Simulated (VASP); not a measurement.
Here is a VASP 6.6.1 calculation.

File INCAR:

```
  PREC = Accurate
  ENCUT = 520
  EDIFF = 1E-7
  ISMEAR = 0
  SIGMA = 0.05
  LREAL = Auto
  LASPH = True
  NELM = 100
  ALGO = Normal
  ISIF = 2
  LWAVE = False
  LCHARG = True
  LELF = True
  LVHAR = True
  NBANDS = 48
```

The input KPOINTS:

```
regular mesh
0
Gamma
  2 2 2
```

POSCAR

```
Si
1.0
    0.0000000000      5.4300000000      5.4300000000
    5.4300000000      0.0000000000      5.4300000000
    5.4300000000      5.4300000000      0.0000000000
Si
17
Direct
   -0.0282698895      0.0094313996      0.0090161142
    0.1215524862      0.1183556169      0.1179683241
    0.0047209945     -0.0192093923      0.5068176796
    0.1215365562      0.1183113260      0.6413017495
    0.0047174954      0.5072174954     -0.0196031308
    0.1215375691      0.6417152855      0.1179114180
    0.0046911602      0.5071863720      0.5067863720
    0.1671465930      0.6108979742      0.6105047882
    0.4924771639     -0.0006515654     -0.0010550645
    0.5969832413      0.1343127072      0.1339084715
    0.4924498158     -0.0006374770      0.5083347145
    0.6292957643      0.1154618785      0.6271627993
    0.4924484346      0.5087372007     -0.0010403315
    0.6292908840      0.6275665746      0.1150590239
    0.5427263352      0.4857254144      0.4853233886
    0.6292570902      0.6275913444      0.6271906077
    0.9509458564      0.3496585635      0.3492464088
```

Potentials or basis: VASP PAW LDA potentials, release 64 (Si).

Launch:

```sh
$ cat potpaw_LDA.64/Si/POTCAR > POTCAR
$ mpirun -np 1 vasp_std > vasp.out
```

Q: Estimate the pressure.

A: 1.5 GPa.

Q: Estimate the largest force.

A: 0.624 eV/Å.

Q: Estimate the band gap on the k mesh.

A: Zero (bands 34 and 35 overlap by 0.07 eV).

Stress tensor (GPa, compression positive):
```
 1.50  0.42  0.42
 0.42  1.49 -0.42
 0.42 -0.42  1.49
```

Caveat: the k points lie up to 0.50 Å⁻¹ apart.
